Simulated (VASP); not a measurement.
A run of VASP 6.6.1 is set up as follows.

The input INCAR:

```
SYSTEM = Hf4O3
PREC = Accurate
ENCUT = 520
EDIFF = 1E-6
ISMEAR = 0
SIGMA = 0.1
LREAL = .False.
LASPH = .True.
NELM = 100
ALGO = Normal
ISIF = 2
LWAVE = .False.
LCHARG = .True.
GGA = PE
LELF = .True.
LVHAR = .True.
NBANDS = 38
```

Contents of KPOINTS:

```
regular mesh
0
Gamma
  10 10 10
  0 0 0
```

The input POSCAR:

```
Hf4O3
1.0
   -2.2831898393      2.2831898393      4.5060242353
    2.2831898393     -2.2831898393      4.5060242353
    2.2831898393      2.2831898393     -4.5060242353
Hf O
4 3
Direct
    0.0000000000      0.5000000000      0.5000000000
    0.7389204787      0.7389204787      0.0000000000
    0.2610795213      0.2610795213      0.0000000000
    0.5000000000      0.0000000000      0.5000000000
    0.2500000000      0.7500000000      0.5000000000
    0.7500000000      0.2500000000      0.5000000000
    0.0000000000      0.0000000000      0.0000000000
```

Potentials or basis: VASP PAW PBE potentials, release 64 (Hf_pv, O).

Command:

```console
$ cat potpaw_PBE.64/Hf_pv/POTCAR potpaw_PBE.64/O/POTCAR > POTCAR
$ mpirun -np 1 vasp_std > vasp.out
```

Q: What does it give for the largest force?

A: 0.071 eV/Å.

Q: Predict the pressure.

A: -2.3 GPa.

Q: What does it give for the band gap on the k mesh?

A: Zero (band 29 reaches 8.44 eV, above the bottom of band 30 at 6.97 eV).

Forces on the atoms (eV/Å):
```
Hf   0.000  0.000  0.000
Hf   0.000  0.000  0.071
Hf   0.000  0.000 -0.071
Hf   0.000  0.000  0.000
O    0.000  0.000  0.000
O    0.000  0.000  0.000
O    0.000  0.000  0.000
```

Caveat: spin-orbit coupling is left out, which moves the levels of the heavy elements.
